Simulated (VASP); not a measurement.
# Ru (P6_3/mmc) in VASP: notebook

The runs below take Ru through electric field gradients, with PBE.

All numbers are computed with VASP 6.6.1; they aren't measurements. Logs are shortened: lines on timing, memory, paths and dates and some standing lists are left out, and cuts for length are marked.

**1. The cell of the first run**

The structure is hexagonal, space group P6_3/mmc (No. 194). Conventional cell: a = 2.706 Å, b = 2.706 Å, c = 4.196 Å, α = 90.00°, β = 90.00°, γ = 120.00°. Within 3.5 Å of Ru (site symmetry -6m2) lie 12 Ru at 2.62 to 2.71 Å.

**2. Electric field gradients, PBE (zz strain of -2 %)**

INCAR reads:

```
ALGO     = Normal         # electronic algorithm
EDIFF    = 1E-8           # SCF threshold, eV
ENCUT    = 520            # plane-wave cutoff, eV
GGA      = PE             # functional
ISIF     = 2              # what is computed and relaxed
ISMEAR   = -1             # smearing method
LASPH    = T              # aspherical terms in the spheres
LCHARG   = F              # write CHGCAR
LEFG     = T            
LREAL    = F              # projectors in reciprocal space
LWAVE    = F              # write WAVECAR
NBANDS   = 21             # bands
NELM     = 100            # most SCF steps
PREC     = Accurate       # precision mode
SIGMA    = 0.03           # smearing width, eV
```

KPOINTS reads:

```
k-points
0
Gamma
  14 14 8
```

POSCAR reads:

```
Ru
1.0
    2.7057993342      0.0000000000      0.0000000000
   -1.3528996671      2.3432909610      0.0000000000
    0.0000000000      0.0000000000      4.1962620000
Ru
2
Direct
    0.3333333333      0.6666666667      0.2500000000
    0.6666666667      0.3333333333      0.7500000000
```

Potentials or basis: VASP PAW PBE potentials, release 64 (Ru_pv).

Started as:

```
$ cat potpaw_PBE.64/Ru_pv/POTCAR > POTCAR
$ mpirun -np 1 vasp_std > vasp.out
```

OUTCAR:

```text
EDIFF = 1E-8
   ENCUT = 520
   GGA = PE
   ISIF = 2
   ISMEAR = -1
   LASPH = T
   LREAL = F
   NELM = 100
   PREC = Accurate

 ion  position               nearest neighbor table
   1  0.333  0.667  0.250-   2 2.62   2 2.62   2 2.62   2 2.62   2 2.62   2 2.62
   2  0.667  0.333  0.750-   1 2.62   1 2.62   1 2.62   1 2.62   1 2.62   1 2.62

  LATTYP: Found a hexagonal cell.
 ALAT       =     2.7057993342
 C/A-ratio  =     1.5508400593

  Lattice vectors:

 A1 = (   2.7057993342,   0.0000000000,   0.0000000000)
 A2 = (  -1.3528996671,   2.3432909610,   0.0000000000)
 A3 = (   0.0000000000,   0.0000000000,   4.1962620000)

Analysis of symmetry for initial positions (statically):
=====================================================================
 Subroutine PRICEL returns:
 Original cell was already a primitive cell.

 Routine SETGRP: Setting up the symmetry group for a
 hexagonal supercell.

 Subroutine GETGRP returns: Found 24 space group operations
 (whereof 12 operations were pure point group operations)
 out of a pool of 24 trial point group operations.

The static configuration has the point symmetry D_3d.
 The point group associated with its full space group is D_6h.

Analysis of symmetry for dynamics (positions and initial velocities):
=====================================================================
 Subroutine PRICEL returns:
 Original cell was already a primitive cell.

 Routine SETGRP: Setting up the symmetry group for a
 hexagonal supercell.

 Subroutine GETGRP returns: Found 24 space group operations
 (whereof 12 operations were pure point group operations)
 out of a pool of 24 trial point group operations.

The dynamic configuration has the point symmetry D_3d.
 The point group associated with its full space group is D_6h.

 Subroutine INISYM returns: Found 24 space group operations
 (whereof 12 operations are pure point group operations),
 and found     1 'primitive' translations

----------------------------------------------------------------------------------------

                                     Primitive cell

  volume of cell :      26.6063

  direct lattice vectors                    reciprocal lattice vectors
     2.705799334  0.000000000  0.000000000     0.369576556  0.213375124  0.000000000
    -1.352899667  2.343290961  0.000000000     0.000000000  0.426750249  0.000000000
     0.000000000  0.000000000  4.196262000     0.000000000  0.000000000  0.238307332

  length of vectors
     2.705799334  2.705799334  4.196262000     0.426750249  0.426750249  0.238307332

  position of ions in fractional coordinates (direct lattice)
     0.333333333  0.666666667  0.250000000
     0.666666667  0.333333333  0.750000000

  ion indices of the primitive-cell ions
   primitive index   ion index
                 1           1
                 2           2

----------------------------------------------------------------------------------------

 KPOINTS: k-points

Automatic generation of k-mesh.
 Grid dimensions read from file:
 generate k-points for:   14   14    8

 Generating k-lattice:

  Cartesian coordinates                     Fractional coordinates (reciprocal lattice)
     0.026398325  0.015241080  0.000000000     0.071428571  0.000000000  0.000000000
     0.000000000  0.030482161  0.000000000     0.000000000  0.071428571  0.000000000
     0.000000000  0.000000000  0.029788416     0.000000000  0.000000000  0.125000000

  Length of vectors
     0.030482161  0.030482161  0.029788416

  Shift w.r.t. Gamma in fractional coordinates (k-lattice)
     0.000000000  0.000000000  0.000000000

 Subroutine IBZKPT returns following result:
 ===========================================

 Found    120 irreducible k-points:

 Following reciprocal coordinates:
            Coordinates               Weight
  0.000000  0.000000  0.000000      1.000000
  0.071429  0.000000  0.000000      6.000000
  0.142857  0.000000  0.000000      6.000000
  0.214286 -0.000000  0.000000      6.000000
  0.285714 -0.000000  0.000000      6.000000
  0.357143 -0.000000  0.000000      6.000000
[... 16 lines left out ...]
  0.285714  0.285714  0.000000      6.000000
  0.357143  0.285714  0.000000      6.000000
 [... further k-points ...]
   k-points           NKPTS =    120   k-points in BZ     NKDIM =    120   number of bands    NBANDS=     21
   number of dos      NEDOS =    301   number of ions     NIONS =      2
   total plane-waves  NPLWV =  12800
   dimension x,y,z NGX =    20 NGY =   20 NGZ =   32
   dimension x,y,z NGXF=    40 NGYF=   40 NGZF=   64
   ions per type =               2
   NGX,Y,Z   is equivalent  to a cutoff of  12.29, 12.29, 12.68 a.u.
   NGXF,Y,Z  is equivalent  to a cutoff of  24.58, 24.58, 25.36 a.u.
 SYSTEM =  unknown system
   PREC   = accura    normal or accurate (medium, high low for compatibility)
   ISTART =      0    job   : 0-new  1-cont  2-samecut
   ICHARG =      2    charge: 1-file 2-atom 10-const
   ISPIN  =      1    spin polarized calculation?
   LNONCOLLINEAR =      F non collinear calculations
   LSORBIT =      F    spin-orbit coupling
   LASPH  =      T    aspherical Exc in radial PAW
   ENCUT  =  520.0 eV  38.22 Ry    6.18 a.u.   5.03  5.03  7.80*2*pi/ulx,y,z
   NELM   =    100;   NELMIN=  2; NELMDL= -5     # of ELM steps
   EDIFF  = 0.1E-07   stopping-criterion for ELM
   LREAL  =      F    real-space projection
   EDIFFG = 0.1E-06   stopping-criterion for IOM
   NSW    =      0    number of steps for IOM
   IBRION =     -1    ionic relax: 0-MD 1-quasi-New 2-CG
   NFREE  =      0    steps in history (QN), initial steepest desc. (CG)
   ISIF   =      2    stress and relaxation
   ISYM   =      2    0-nonsym 1-usesym 2-fastsym
   POTIM  = 0.5000    time-step for ionic-motion
   TEBEG  =    0.0;   TEEND  =   0.0 temperature during run
   PSTRESS=    0.0 pullay stress
   NELECT =      28.0000    total number of electrons
   NUPDOWN=      -1.0000    fix difference up-down
   EMIN   =  10.00;   EMAX   =-10.00  energy-range for DOS
   EFERMI =   0.00;   METHOD = LEGACY
   ISMEAR =    -1;   SIGMA  =   0.03  broadening in eV -4-tet -1-fermi 0-gaus
   EFERMI_NEDOS =   21; number of points for ismear=-14 and -15
   IALGO  =     38    algorithm
   IMIX   =      4    mixing-type and parameters
     AMIX     =   0.40;   BMIX     =  1.00
     AMIX_MAG =   1.60;   BMIX_MAG =  1.00
  volume/ion in A,a.u.               =      13.30        89.77
  Fermi-wavevector in a.u.,A,eV,Ry     =   1.665199  3.146769 37.727410  2.772886
  Thomas-Fermi vector in A             =   2.751610
   LORBIT       =      0    0 simple, 1 ext, 2 COOP (PROOUT), +10 PAW based schemes
   GGA     = PE    functional components
   LHFCALC =     F    Hartree Fock is set to
   AEXX    =    0.0000 exact exchange contribution
   IVDW    =     0    specifies the selected vdW correction
   LEPSILON=     F    determine dielectric tensor
   LRPA    =     F    only Hartree local field effects (RPA)
 non-spin polarized calculation
  energy-cutoff  :      520.00
  volume of cell :       26.61
 maximum number of plane-waves:       732
 NGX is ok and might be reduce to    20
   NGX =  9   NGY =  9   NGZ = 15

 number of electron      27.9999997 magnetization

 Free energy of the ion-electron system (eV)
  ---------------------------------------------------
  ext. energy  EPLUGINS =         0.00000000
  ---------------------------------------------------
  free energy    TOTEN  =       -18.42402319 eV

  energy without entropy =      -18.41814886  energy(sigma->0) =      -18.42108602

 E-fermi :  13.2179     XC(G=0): -14.2455

 val. band max:       13.2057576492   @ k =   0.1429   0.1429   0.2500
 cond. band min:      13.2192063756   @ k =   0.2857   0.0714   0.0000
 fundamental gap:      0.0134487265
 Fermi energy:        13.2178627813

 k-point     1 :       0.0000    0.0000    0.0000
  band No.  band energies     occupation
      1     -30.5489      2.00000
      2     -29.5449      2.00000
      3     -29.5449      2.00000
      4     -29.3438      2.00000
      5     -29.3438      2.00000
      6     -29.2754      2.00000
[... 13 lines left out ...]
     20      23.6071      0.00000
     21      24.0749      0.00000

 k-point     2 :       0.0714    0.0000    0.0000
  band No.  band energies     occupation
      1     -30.5302      2.00000
      2     -29.5820      2.00000
      3     -29.5581      2.00000
      4     -29.3829      2.00000
      5     -29.3484      2.00000
      6     -29.2851      2.00000
[... 13 lines left out ...]
     20      23.6070      0.00000
     21      24.0483      0.00000

 k-point     3 :       0.1429    0.0000    0.0000
  band No.  band energies     occupation
      1     -30.4759      2.00000
      2     -29.6860      2.00000
      3     -29.5938      2.00000
      4     -29.4905      2.00000
      5     -29.3619      2.00000
      6     -29.3139      2.00000
[... 13 lines left out ...]
     20      23.6070      0.00000
     21      23.9565      0.00000

 k-point     4 :       0.2143   -0.0000    0.0000
  band No.  band energies     occupation
      1     -30.3913      2.00000
      2     -29.8364      2.00000
      3     -29.6435      2.00000
      4     -29.6417      2.00000
      5     -29.3831      2.00000
      6     -29.3616      2.00000
[... 13 lines left out ...]
     20      23.6069      0.00000
     21      23.8040      0.00000

 k-point     5 :       0.2857   -0.0000    0.0000
  band No.  band energies     occupation
      1     -30.2852      2.00000
      2     -30.0037      2.00000
      3     -29.8037      2.00000
      4     -29.6966      2.00000
      5     -29.4265      2.00000
      6     -29.4083      2.00000
[... 13 lines left out ...]
     20      23.6068      0.00000
     21      23.6591      0.00000
[... 382 lines left out ...]
     20      23.6058      0.00000
     21      23.7414      0.00000

 k-point    22 :       0.3571    0.2143    0.0000
  band No.  band energies     occupation
      1     -30.2073      2.00000
      2     -30.0076      2.00000
      3     -29.9438      2.00000
      4     -29.9058      2.00000
      5     -29.6811      2.00000
      6     -29.6400      2.00000
[... 13 lines left out ...]
     20      23.6066      0.00000
     21      23.6083      0.00000

 k-point    23 :       0.2857    0.2857    0.0000
  band No.  band energies     occupation
      1     -30.1718      2.00000
      2     -30.0228      2.00000
      3     -29.9281      2.00000
      4     -29.8958      2.00000
      5     -29.6947      2.00000
      6     -29.6928      2.00000
[... 13 lines left out ...]
     20      23.6067      0.00000
     21      23.6074      0.00000

 k-point    24 :       0.3571    0.2857    0.0000
  band No.  band energies     occupation
      1     -30.1781      2.00000
      2     -29.9699      2.00000
      3     -29.9654      2.00000
      4     -29.8600      2.00000
      5     -29.7569      2.00000
      6     -29.7270      2.00000
[... 13 lines left out ...]
     20      23.6071      0.00000
     21      23.6072      0.00000

 [... further k-points ...]

------------------------ aborting loop because EDIFF is reached ----------------------------------------

  FORCE on cell =-STRESS in cart. coord.  units (eV):
  Direction    XX          YY          ZZ          XY          YZ          ZX
  --------------------------------------------------------------------------------------
  -------------------------------------------------------------------------------------
  Total        1.4878916      1.4878916      3.0059283     -0.0000000      0.0000000     -0.0000000
  in kB       89.5978251     89.5978251    181.0109315     -0.0000000      0.0000000     -0.0000000
  external PRESSURE =     120.0688606 kB  Pullay stress =       0.0000000 kB

 VOLUME and BASIS-vectors are now :
 -----------------------------------------------------------------------------
  energy-cutoff  :      520.00
  volume of cell :       26.61
      direct lattice vectors                 reciprocal lattice vectors
     2.705799334  0.000000000  0.000000000     0.369576556  0.213375124  0.000000000
    -1.352899667  2.343290961  0.000000000     0.000000000  0.426750249  0.000000000
     0.000000000  0.000000000  4.196262000     0.000000000  0.000000000  0.238307332

 POSITION                                       TOTAL-FORCE (eV/Angst)
 -----------------------------------------------------------------------------------
     -0.00000      1.56219      1.04907         0.000000     -0.000000      0.000000
      1.35290      0.78110      3.14720        -0.000000      0.000000      0.000000
 -----------------------------------------------------------------------------------
    total drift:                               -0.000000      0.000000     -0.000000

  FREE ENERGIE OF THE ION-ELECTRON SYSTEM (eV)
  ---------------------------------------------------
  free  energy   TOTEN  =       -18.4240231926 eV

  energy  without entropy=      -18.4181488570  energy(sigma->0) =      -18.42108602

 Electric field gradients (V/A^2)
---------------------------------------------------------------------
 ion       V_xx      V_yy      V_zz      V_xy      V_xz      V_yz
---------------------------------------------------------------------
   1      10.720    10.722   -21.442     0.002     0.000    -0.000
   2      10.720    10.722   -21.442     0.002    -0.000     0.000
---------------------------------------------------------------------

 Electric field gradients after diagonalization (V/A^2)
 (convention: |V_zz| > |V_xx| > |V_yy|)
----------------------------------------------------------------------
 ion       V_xx      V_yy      V_zz     asymmetry (V_yy - V_xx)/ V_zz
----------------------------------------------------------------------
   1      10.723    10.719   -21.442       0.000
   2      10.723    10.719   -21.442       0.000
----------------------------------------------------------------------

           NMR quadrupolar parameters

 Cq : quadrupolar parameter    Cq=e*Q*V_zz/h
 eta: asymmetry parameters     (V_yy - V_xx)/ V_zz
 Q  : nuclear electric quadrupole moment in mb (millibarn)
----------------------------------------------------------------------
 ion       Cq(MHz)       eta       Q (mb)
----------------------------------------------------------------------
   1      -0.052       0.000       1.000
   2      -0.052       0.000       1.000
----------------------------------------------------------------------
```

It took 94 s on 1 thread of Intel Xeon 8259CL, shared host; peak memory 0.17 GiB.

What came out:

```yaml
Free_energy: -18.4240 eV
Pressure: 12.0 GPa
Band_gap_on_the_k_mesh: zero (bands 14 and 15 overlap by 3.29 eV)
Largest_electric_field_gradient_by_atom: Ru -21.4 V/Å²
```

Stress tensor (GPa, compression positive):
```
 8.96  0.00  0.00
 0.00  8.96  0.00
 0.00  0.00 18.10
```

Electric field gradients, principal values (V/Å²):
| atom | least | middle | greatest (by size) |
| --- | --- | --- | --- |
| 1 Ru | 10.719 | 10.723 | -21.442 |
| 2 Ru | 10.719 | 10.723 | -21.442 |

Caveat: the cell differs from its parent crystal (zz strain of -2 %); the stress differs along the axes, from 9 to 18 GPa; without QUAD_EFG the Cq values of the log hold for a quadrupole moment of 1 mb, not for the nuclei.

**3. Electric field gradients, PBE (zz strain of +3 %)**

INCAR reads:

```
SYSTEM = Ru
PREC = Accurate
ENCUT = 520
EDIFF = 1E-8
ISMEAR = -1
SIGMA = 0.03
LREAL = .False.
LASPH = .True.
NELM = 80
ALGO = Normal
ISIF = 2
LWAVE = .False.
LCHARG = .False.
GGA = PE
LEFG = .True.
NBANDS = 21
```

KPOINTS reads:

```
regular mesh
0
Gamma
  14 14 8
  0 0 0
```

POSCAR, as its differences from that of step 2:

```diff
@@ -4,3 +4,3 @@
    -1.3528996671      2.3432909610      0.0000000000
-    0.0000000000      0.0000000000      4.1962620000
+    0.0000000000      0.0000000000      4.4103570000
 Ru
```

Potentials or basis: VASP PAW PBE potentials, release 64 (Ru_pv).

Started as:

```
$ cat potpaw_PBE.64/Ru_pv/POTCAR > POTCAR
$ mpirun -np 1 vasp_std > vasp.out
```

OUTCAR:

```text
SYSTEM = Ru
   PREC = Accurate
   ENCUT = 520
   EDIFF = 1E-8
   ISMEAR = -1
   LREAL = .False.
   LASPH = .True.
   NELM = 80
   ISIF = 2
   GGA = PE

 ion  position               nearest neighbor table
   1  0.333  0.667  0.250-   2 2.70   2 2.70   2 2.70   2 2.70   2 2.70   2 2.70
   2  0.667  0.333  0.750-   1 2.70   1 2.70   1 2.70   1 2.70   1 2.70   1 2.70

  LATTYP: Found a hexagonal cell.
 ALAT       =     2.7057993342
 C/A-ratio  =     1.6299645522

  Lattice vectors:

 A1 = (   2.7057993342,   0.0000000000,   0.0000000000)
 A2 = (  -1.3528996671,   2.3432909610,   0.0000000000)
[... 791 lines left out ...]
  free  energy   TOTEN  =       -18.4301493375 eV

  energy  without entropy=      -18.4224884299  energy(sigma->0) =      -18.42631888

 Electric field gradients (V/A^2)
---------------------------------------------------------------------
 ion       V_xx      V_yy      V_zz      V_xy      V_xz      V_yz
---------------------------------------------------------------------
   1       0.550     0.552    -1.102     0.002     0.000    -0.000
   2       0.550     0.552    -1.102     0.002    -0.000     0.000
---------------------------------------------------------------------

 Electric field gradients after diagonalization (V/A^2)
 (convention: |V_zz| > |V_xx| > |V_yy|)
----------------------------------------------------------------------
 ion       V_xx      V_yy      V_zz     asymmetry (V_yy - V_xx)/ V_zz
----------------------------------------------------------------------
   1       0.553     0.549    -1.102       0.004
   2       0.553     0.549    -1.102       0.004
----------------------------------------------------------------------

           NMR quadrupolar parameters

 Cq : quadrupolar parameter    Cq=e*Q*V_zz/h
 eta: asymmetry parameters     (V_yy - V_xx)/ V_zz
 Q  : nuclear electric quadrupole moment in mb (millibarn)
----------------------------------------------------------------------
 ion       Cq(MHz)       eta       Q (mb)
----------------------------------------------------------------------
   1      -0.003       0.004       1.000
   2      -0.003       0.004       1.000
----------------------------------------------------------------------
```

stdout:

```text
POSCAR found type information on POSCAR Ru
 POSCAR found :  1 types and       2 ions
 scaLAPACK will be used
 LDA part: xc-table for (Slater+PW92), standard interpolation
 POSCAR, INCAR and KPOINTS ok, starting setup
 FFT: planning ... GRIDC
 FFT: planning ... GRID_SOFT
 FFT: planning ... GRID
 WAVECAR not read
 entering main loop
ion   1

ion   2
```

It took 100 s on 1 thread of Intel Xeon 8259CL, shared host; peak memory 0.18 GiB.

Results:

```yaml
Free_energy: -18.4301 eV
Pressure: -4.7 GPa
Band_gap_on_the_k_mesh: zero (bands 14 and 15 overlap by 3.07 eV)
Largest_electric_field_gradient_by_atom: Ru -1.1 V/Å²
```

Electric field gradients, principal values (V/Å²):
```tsv
atom	least	middle	greatest (by size)
1 Ru	0.549	0.553	-1.102
2 Ru	0.549	0.553	-1.102
```

Caveat: the cell differs from its parent crystal (zz strain of +3 %); the stress differs along the axes, from -15 to 0 GPa; without QUAD_EFG the Cq values of the log hold for a quadrupole moment of 1 mb, not for the nuclei.
